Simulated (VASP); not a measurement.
**HC16 (a cell with a defect): relaxation of the atoms with PBE+D3(BJ)**

System: HC16 (a cell with a defect).

```
C H
1.0
     0.00000    3.57000    3.57000
     3.57000    0.00000    3.57000
     3.57000    3.57000    0.00000
C H
16 1
Direct
  0.00000 0.00000 0.00000
  0.12500 0.12500 0.12500
  0.00000 0.00000 0.50000
  0.12500 0.12500 0.62500
  0.00000 0.50000 0.00000
  0.12500 0.62500 0.12500
  0.00000 0.50000 0.50000
  0.12500 0.62500 0.62500
  0.50000 0.00000 0.00000
  0.62500 0.12500 0.12500
  0.50000 0.00000 0.50000
  0.62500 0.12500 0.62500
  0.50000 0.50000 0.00000
  0.62500 0.62500 0.12500
  0.50000 0.50000 0.50000
  0.62500 0.62500 0.62500
  0.82361 0.30476 0.07572
```

```yaml
Program: VASP 6.6.1
Task: relaxation of the atoms
Functional: PBE
Dispersion: D3(BJ)
Potentials_or_basis: VASP PAW PBE potentials, release 64 (C, H)
Cutoff: 520 eV
k_mesh: 3 × 3 × 3
Occupations: gaussian, width 0.05 eV
Spin: no spin polarisation
Dipole_correction: no
Charge: 1
Further_INCAR_settings: LREAL = Auto; ALGO = Normal; EDIFF = 1e-06; IBRION = 2; EDIFFG = -0.03; NSW = 80; NELECT = 64.0
```

* Energy gained by relaxing: 27.0 meV/atom
* Ionic steps: 49
* Largest force after relaxing: 0.020 eV/Å
* Dispersion energy per atom: -0.190 eV

Forces on the atoms (eV/Å):
```
C    0.007 -0.017  0.009
C    0.009 -0.002  0.012
C   -0.003  0.005 -0.001
C    0.000 -0.011  0.007
C   -0.004  0.018  0.003
C    0.007 -0.008  0.012
C    0.002 -0.011  0.008
C   -0.004  0.006 -0.003
C   -0.002  0.010 -0.012
C    0.000 -0.008  0.002
C   -0.002 -0.004 -0.002
C   -0.007  0.013 -0.014
C    0.004 -0.005  0.003
C   -0.003  0.010 -0.016
C   -0.006  0.010 -0.016
C   -0.001 -0.007 -0.001
H    0.002  0.001  0.010
```

Step by step:
| step | energy change (eV) | largest force (eV/Å) | pressure (GPa) |
| --- | --- | --- | --- |
| 1 | 0.0000 | 2.1079 | -19.16 |
| 3 | -0.2067 | 0.4029 | -19.74 |
| 5 | -0.2186 | 0.4435 | -19.76 |
| 7 | -0.2574 | 0.6528 | -19.61 |
| 9 | -0.2921 | 0.7002 | -19.34 |
| 11 | -0.3055 | 0.6970 | -18.98 |
| 13 | -0.3463 | 0.6544 | -18.26 |
| 15 | -0.3551 | 0.8654 | -17.76 |
| 17 | -0.4084 | 0.5133 | -17.17 |
| 19 | -0.4429 | 0.3149 | -16.68 |
| 21 | -0.4501 | 0.2132 | -16.56 |
| 23 | -0.4524 | 0.1384 | -16.48 |
| 25 | -0.4546 | 0.1216 | -16.31 |
| 27 | -0.4562 | 0.1004 | -16.15 |
| 29 | -0.4568 | 0.0810 | -16.06 |
| 31 | -0.4573 | 0.0436 | -15.96 |
| 33 | -0.4575 | 0.0404 | -15.91 |
| 35 | -0.4577 | 0.0469 | -15.84 |
| 37 | -0.4579 | 0.0416 | -15.82 |
| 39 | -0.4582 | 0.0456 | -15.81 |
| 41 | -0.4585 | 0.0424 | -15.82 |
| 43 | -0.4585 | 0.0585 | -15.82 |
| 45 | -0.4590 | 0.0449 | -15.86 |
| 47 | -0.4594 | 0.0390 | -15.92 |
| 49 | -0.4595 | 0.0205 | -15.94 |

Final structure:
```
C H
1.0
     0.00000    3.57000    3.57000
     3.57000    0.00000    3.57000
     3.57000    3.57000    0.00000
C H
16 1
Direct
  0.99651 0.98694 0.00120
  0.13181 0.09443 0.13767
  0.99507 0.99803 0.50354
  0.12217 0.12158 0.62685
  0.98854 0.52959 0.98885
  0.12127 0.61725 0.13188
  0.99344 0.49622 0.50525
  0.12122 0.62631 0.62295
  0.49521 0.00672 0.99469
  0.61847 0.12358 0.12714
  0.49532 0.99906 0.50065
  0.61950 0.12806 0.62130
  0.49388 0.50031 0.99953
  0.60937 0.63703 0.12536
  0.49518 0.50269 0.49970
  0.61963 0.62510 0.62600
  0.90703 0.31186 0.06314
```

Levels at points of the mesh, in eV from the Fermi level:
```csv
k point,band 28,band 29,band 30,band 31,band 32,band 33,band 34,band 35,band 36,band 37
"(0.00, 0.00, 0.00)",-3.01,-2.88,-0.56,-0.42,-0.27,2.33,3.06,4.02,4.23,4.53
```

Wall time 59 min on 1 thread of Oxide Virtual Turin-like Processor, on a shared host, peak memory 0.26 GiB.

Caveat: the k points lie up to 0.51 Å⁻¹ apart; the cell carries a net charge on a neutralising background, which shifts energy and pressure; the cell is charged against a uniform background, so pressure and absolute levels hang on convention.
